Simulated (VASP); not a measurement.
# Si (C2) in VASP: single point with PBEsol

Aim: the single point of Si with PBEsol.

Program: VASP 6.6.1. These are calculated values, not measurements. Logs are shortened: lines on timing, memory, paths and dates and some standing lists are left out, and cuts for length are marked.

**1. The cell of the first run**

Symmetry: C2, No. 5, monoclinic system. The conventional cell has a = 4.691 Å, b = 5.375 Å, c = 5.124 Å, α = 90.00°, β = 110.18°, γ = 90.00°. Within 3.1 Å of Si (site symmetry 2) lie 6 Si at 2.26 to 3.06 Å. Within 3.1 Å of Si (site symmetry 2) lie 10 Si at 2.32 to 3.06 Å. Within 3.1 Å of Si (site symmetry 1) lie 8 Si at 2.24 to 3.04 Å.

**2. Single point, PBEsol (strained and its atoms moved)**

The input, INCAR:

```
ALGO = Normal ; EDIFF = 1E-6
ENCUT = 520 ; GGA = PS
ISIF = 2 ; ISMEAR = 0
LASPH = True ; LCHARG = False
LREAL = False ; LWAVE = False
NBANDS = 16 ; NELM = 60
PREC = Accurate ; SIGMA = 0.1
```

The input, KPOINTS:

```
k-points
0
Gamma
  12 12 12
```

The input, POSCAR:

```
Si
1.0
   -0.2785946125      2.6875880232      4.8364024735
    2.0625514121      0.0000000000      4.6910664071
    2.3411460246      2.6875880232     -0.1453360663
Si
4
Direct
    0.7562067535      0.2437932465      0.7562067535
    0.3249449808      0.6750550192      0.3249449808
    0.7728590310      0.8170448614      0.1459892347
    0.1459892347      0.2641068729      0.7728590310
```

Potentials or basis: VASP PAW PBE potentials, release 64 (Si).

Launch:

```bash
$ cat potpaw_PBE.64/Si/POTCAR > POTCAR
$ mpirun -np 1 vasp_std > vasp.out
```

OUTCAR:

```text
EDIFF = 1E-6
   ENCUT = 520
   GGA = PS
   ISIF = 2
   ISMEAR = 0
   LASPH = True
   LREAL = False
   NELM = 60
   PREC = Accurate

 ion  position               nearest neighbor table
   1  0.756  0.244  0.756-   3 2.26   4 2.26   2 2.32   2 2.37   2 2.37   2 3.06
   2  0.325  0.675  0.325-   1 2.32   1 2.37   1 2.37   4 2.79   3 2.79   4 2.96   3 2.96   3 3.04
                             4 3.04   1 3.06
   3  0.773  0.817  0.146-   4 2.24   1 2.26   4 2.76   2 2.79   4 2.84   4 2.84   2 2.96   2 3.04

   4  0.146  0.264  0.773-   3 2.24   1 2.26   3 2.76   2 2.79   3 2.84   3 2.84   2 2.96   2 3.04

  LATTYP: Found a base centered monoclinic cell.
 ALAT       =     4.6913056949
 B/A-ratio  =     1.1457739904
 C/A-ratio  =     1.0923340366
 COS(beta)  =    -0.3449976728

  Lattice vectors:

 A1 = (  -2.3411460246,   2.6875880232,   0.1453360664)
 A2 = (  -2.3411460246,  -2.6875880232,   0.1453360663)
 A3 = (   2.0625514121,   0.0000000000,   4.6910664071)

Analysis of symmetry for initial positions (statically):
=====================================================================
 Subroutine PRICEL returns:
 Original cell was already a primitive cell.

 Routine SETGRP: Setting up the symmetry group for a
 base centered monoclinic supercell.

 Subroutine GETGRP returns: Found  2 space group operations
 (whereof  2 operations were pure point group operations)
 out of a pool of  4 trial point group operations.

The static configuration has the point symmetry C_2 .

Analysis of symmetry for dynamics (positions and initial velocities):
=====================================================================
 Subroutine PRICEL returns:
 Original cell was already a primitive cell.

 Routine SETGRP: Setting up the symmetry group for a
 base centered monoclinic supercell.

 Subroutine GETGRP returns: Found  2 space group operations
 (whereof  2 operations were pure point group operations)
 out of a pool of  4 trial point group operations.

The dynamic configuration has the point symmetry C_2 .

 Subroutine INISYM returns: Found  2 space group operations
 (whereof  2 operations are pure point group operations),
 and found     1 'primitive' translations

----------------------------------------------------------------------------------------

                                     Primitive cell

  volume of cell :      60.6440

  direct lattice vectors                    reciprocal lattice vectors
    -0.278594613  2.687588023  4.836402473    -0.207896156  0.186040418  0.091407043
     2.062551412  0.000000000  4.691066407     0.220778007 -0.186040418  0.116100256
     2.341146025  2.687588023 -0.145336066     0.207896156  0.186040418 -0.091407043

  length of vectors
     5.539993973  5.124472886  3.567242165     0.293576390  0.311180390  0.293576390

  position of ions in fractional coordinates (direct lattice)
     0.756206754  0.243793246  0.756206754
     0.324944981  0.675055019  0.324944981
     0.772859031  0.817044861  0.145989235
     0.145989235  0.264106873  0.772859031

  ion indices of the primitive-cell ions
   primitive index   ion index
                 1           1
                 2           2
                 3           3
                 4           4

----------------------------------------------------------------------------------------

 KPOINTS: k-points

Automatic generation of k-mesh.
 Grid dimensions read from file:
 generate k-points for:   12   12   12

 Generating k-lattice:

  Cartesian coordinates                     Fractional coordinates (reciprocal lattice)
    -0.017324680  0.015503368  0.007617254     0.083333333  0.000000000  0.000000000
     0.018398167 -0.015503368  0.009675021     0.000000000  0.083333333  0.000000000
     0.017324680  0.015503368 -0.007617254    -0.000000000  0.000000000  0.083333333

  Length of vectors
     0.024464699  0.025931699  0.024464699

  Shift w.r.t. Gamma in fractional coordinates (k-lattice)
     0.000000000  0.000000000  0.000000000

 Subroutine IBZKPT returns following result:
 ===========================================

 Found    476 irreducible k-points:

 Following reciprocal coordinates:
            Coordinates               Weight
  0.000000  0.000000  0.000000      1.000000
  0.083333  0.000000 -0.000000      4.000000
  0.166667  0.000000 -0.000000      4.000000
  0.250000 -0.000000 -0.000000      4.000000
  0.333333 -0.000000  0.000000      4.000000
  0.416667 -0.000000 -0.000000      4.000000
[... 16 lines left out ...]
  0.250000  0.166667 -0.000000      4.000000
  0.333333  0.166667 -0.000000      4.000000
 [... further k-points ...]
   k-points           NKPTS =    476   k-points in BZ     NKDIM =    476   number of bands    NBANDS=     16
   number of dos      NEDOS =    301   number of ions     NIONS =      4
   total plane-waves  NPLWV =  47040
   dimension x,y,z NGX =    42 NGY =   40 NGZ =   28
   dimension x,y,z NGXF=    84 NGYF=   80 NGZF=   56
   ions per type =               4
   NGX,Y,Z   is equivalent  to a cutoff of  12.60, 12.98, 13.05 a.u.
   NGXF,Y,Z  is equivalent  to a cutoff of  25.21, 25.95, 26.10 a.u.
 SYSTEM =  unknown system
   PREC   = accura    normal or accurate (medium, high low for compatibility)
   ISTART =      0    job   : 0-new  1-cont  2-samecut
   ICHARG =      2    charge: 1-file 2-atom 10-const
   ISPIN  =      1    spin polarized calculation?
   LNONCOLLINEAR =      F non collinear calculations
   LSORBIT =      F    spin-orbit coupling
   LASPH  =      T    aspherical Exc in radial PAW
   ENCUT  =  520.0 eV  38.22 Ry    6.18 a.u.  10.30  9.53  6.63*2*pi/ulx,y,z
   NELM   =     60;   NELMIN=  2; NELMDL= -5     # of ELM steps
   EDIFF  = 0.1E-05   stopping-criterion for ELM
   LREAL  =      F    real-space projection
   EDIFFG = 0.1E-04   stopping-criterion for IOM
   NSW    =      0    number of steps for IOM
   IBRION =     -1    ionic relax: 0-MD 1-quasi-New 2-CG
   NFREE  =      0    steps in history (QN), initial steepest desc. (CG)
   ISIF   =      2    stress and relaxation
   ISYM   =      2    0-nonsym 1-usesym 2-fastsym
   POTIM  = 0.5000    time-step for ionic-motion
   TEBEG  =    0.0;   TEEND  =   0.0 temperature during run
   PSTRESS=    0.0 pullay stress
   NELECT =      16.0000    total number of electrons
   NUPDOWN=      -1.0000    fix difference up-down
   EMIN   =  10.00;   EMAX   =-10.00  energy-range for DOS
   EFERMI =   0.00;   METHOD = LEGACY
   ISMEAR =     0;   SIGMA  =   0.10  broadening in eV -4-tet -1-fermi 0-gaus
   EFERMI_NEDOS =   21; number of points for ismear=-14 and -15
   IALGO  =     38    algorithm
   IMIX   =      4    mixing-type and parameters
     AMIX     =   0.40;   BMIX     =  1.00
     AMIX_MAG =   1.60;   BMIX_MAG =  1.00
  volume/ion in A,a.u.               =      15.16       102.31
  Fermi-wavevector in a.u.,A,eV,Ry     =   1.049991  1.984195 15.000164  1.102481
  Thomas-Fermi vector in A             =   2.184976
   LORBIT       =      0    0 simple, 1 ext, 2 COOP (PROOUT), +10 PAW based schemes
   GGA     = PS    functional components
   LHFCALC =     F    Hartree Fock is set to
   AEXX    =    0.0000 exact exchange contribution
   IVDW    =     0    specifies the selected vdW correction
   LEPSILON=     F    determine dielectric tensor
   LRPA    =     F    only Hartree local field effects (RPA)
 non-spin polarized calculation
 Gauss-broadening in eV      SIGMA  =   0.10
  energy-cutoff  :      520.00
  volume of cell :       60.64
 maximum number of plane-waves:      1650
 NGX is ok and might be reduce to    42
   NGX = 21   NGY = 19   NGZ = 13

 number of electron      16.0000000 magnetization

 Free energy of the ion-electron system (eV)
  ---------------------------------------------------
  ext. energy  EPLUGINS =         0.00000000
  ---------------------------------------------------
  free energy    TOTEN  =       -21.29340970 eV

  energy without entropy =      -21.28568113  energy(sigma->0) =      -21.28954541

 E-fermi :   9.1922     XC(G=0): -10.9559

 val. band max:        9.1909067680   @ k =  -0.0000  -0.2500   0.0833
 cond. band min:       9.1954227525   @ k =   0.4167  -0.1667   0.3333
 fundamental gap:      0.0045159845
 Fermi energy:         9.1922155428

 k-point     1 :       0.0000    0.0000    0.0000
  band No.  band energies     occupation
      1      -4.7816      2.00000
      2       0.8748      2.00000
      3       1.8016      2.00000
      4       6.1873      2.00000
      5       6.2462      2.00000
      6       7.5111      2.00000
[... 8 lines left out ...]
     15      16.7900      0.00000
     16      17.2117      0.00000

 k-point     2 :       0.0833    0.0000   -0.0000
  band No.  band energies     occupation
      1      -4.6972      2.00000
      2       0.8364      2.00000
      3       1.9726      2.00000
      4       5.0605      2.00000
      5       6.5467      2.00000
      6       6.8804      2.00000
[... 8 lines left out ...]
     15      16.5033      0.00000
     16      17.1660      0.00000

 k-point     3 :       0.1667    0.0000   -0.0000
  band No.  band energies     occupation
      1      -4.4448      2.00000
      2       0.8100      2.00000
      3       2.3120      2.00000
      4       3.7084      2.00000
      5       5.8246      2.00000
      6       6.6272      2.00000
[... 8 lines left out ...]
     15      16.4124      0.00000
     16      17.1711      0.00000

 k-point     4 :       0.2500   -0.0000   -0.0000
  band No.  band energies     occupation
      1      -4.0265      2.00000
      2       0.8721      2.00000
      3       1.8540      2.00000
      4       3.3045      2.00000
      5       4.8983      2.00000
      6       6.7278      2.00000
[... 8 lines left out ...]
     15      16.3239      0.00000
     16      16.4156      0.00000
[... 324 lines left out ...]
 k-point    22 :       0.1667    0.1667    0.0000
  band No.  band energies     occupation
      1      -4.6175      2.00000
      2      -0.5009      2.00000
      3       3.3987      2.00000
      4       5.9570      2.00000
      5       6.3164      2.00000
      6       7.0508      2.00000
[... 8 lines left out ...]
     15      15.0984      0.00000
     16      16.5804      0.00000

 k-point    23 :       0.2500    0.1667   -0.0000
  band No.  band energies     occupation
      1      -4.4732      2.00000
      2      -0.7107      2.00000
      3       3.6235      2.00000
      4       4.9249      2.00000
      5       6.4037      2.00000
      6       7.2383      2.00000
[... 8 lines left out ...]
     15      15.0557      0.00000
     16      16.5330      0.00000

 k-point    24 :       0.3333    0.1667   -0.0000
  band No.  band energies     occupation
      1      -4.1622      2.00000
      2      -0.7618      2.00000
      3       2.8866      2.00000
      4       4.7292      2.00000
      5       6.3763      2.00000
      6       7.1079      2.00000
[... 8 lines left out ...]
     15      14.7937      0.00000
     16      15.9276      0.00000

 [... further k-points ...]

------------------------ aborting loop because EDIFF is reached ----------------------------------------

  FORCE on cell =-STRESS in cart. coord.  units (eV):
  Direction    XX          YY          ZZ          XY          YZ          ZX
  --------------------------------------------------------------------------------------
  -------------------------------------------------------------------------------------
  Total        5.4963666      1.2566641      2.5339064      0.0000000      0.0000000      2.7539766
  in kB      145.2106461     33.2002984     66.9442577      0.0000000      0.0000000     72.7583774
  external PRESSURE =      81.7850674 kB  Pullay stress =       0.0000000 kB

 VOLUME and BASIS-vectors are now :
 -----------------------------------------------------------------------------
  energy-cutoff  :      520.00
  volume of cell :       60.64
      direct lattice vectors                 reciprocal lattice vectors
    -0.278594613  2.687588023  4.836402473    -0.207896156  0.186040418  0.091407043
     2.062551412  0.000000000  4.691066407     0.220778007 -0.186040418  0.116100256
     2.341146025  2.687588023 -0.145336066     0.207896156  0.186040418 -0.091407043

 POSITION                                       TOTAL-FORCE (eV/Angst)
 -----------------------------------------------------------------------------------
      2.06255      4.06474      4.69107         0.000000     -0.918264     -0.000000
      2.06255      1.74664      4.69107         0.000000     -0.914684     -0.000000
      1.81166      2.46949      7.54945         1.761995      0.916474     -1.031408
      2.31344      2.46949      1.83268        -1.761995      0.916474      1.031408
 -----------------------------------------------------------------------------------
    total drift:                                0.000001     -0.000004     -0.000000

  FREE ENERGIE OF THE ION-ELECTRON SYSTEM (eV)
  ---------------------------------------------------
  free  energy   TOTEN  =       -21.2934096986 eV

  energy  without entropy=      -21.2856811250  energy(sigma->0) =      -21.28954541
```

It took 14 min on 1 thread of Intel Xeon 8259CL, shared host; peak memory 0.44 GiB.

What came out:

```
Free energy            : -21.2934 eV
Pressure               : 8.2 GPa
Largest force          : 2.238 eV/Å
Band gap on the k mesh : zero (bands 8 and 9 overlap by 4.39 eV)
```

Forces in eV/Å, atoms in the order of the input:
```
Si   0.000 -0.918  0.000
Si   0.000 -0.915  0.000
Si   1.762  0.916 -1.031
Si  -1.762  0.916  1.031
```

Caveat: the cell differs from its parent crystal (strained and its atoms moved); the stress differs along the axes, from 3 to 15 GPa; the PAW data sets were made with another functional, which shifts forces and pressure a little.
